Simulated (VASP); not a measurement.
A run of VASP 6.6.1 is set up as follows.

The input INCAR:

```
SYSTEM = P
PREC = Accurate
ENCUT = 520
EDIFF = 1E-6
ISMEAR = -1
SIGMA = 0.05
LREAL = .False.
LASPH = .True.
NELM = 100
ALGO = Normal
ISIF = 2
LWAVE = .False.
LCHARG = .False.
GGA = PE
NBANDS = 12
```

KPOINTS

```
Automatic mesh
0
Gamma
  13 13 13
  0 0 0
```

File POSCAR:

```
P
1.0
    0.0000000000      2.5405685057      2.5405685057
    2.5405685057      0.0000000000      2.5405685057
    2.5405685057      2.5405685057      0.0000000000
P
2
Direct
   -0.1250000000     -0.1250000000     -0.1250000000
    0.1250000000      0.1250000000      0.1250000000
```

Potentials or basis: VASP PAW PBE potentials, release 64 (P).

The run is started by

```console
$ cat potpaw_PBE.64/P/POTCAR > POTCAR
$ mpirun -np 1 vasp_std > vasp.out
```

Problem. What does it give for the pressure?

Solution. 14.7 GPa.

Problem. Estimate the band gap on the k mesh.

Solution. Zero (band 5 reaches 10.25 eV, above the bottom of band 6 at 7.04 eV).
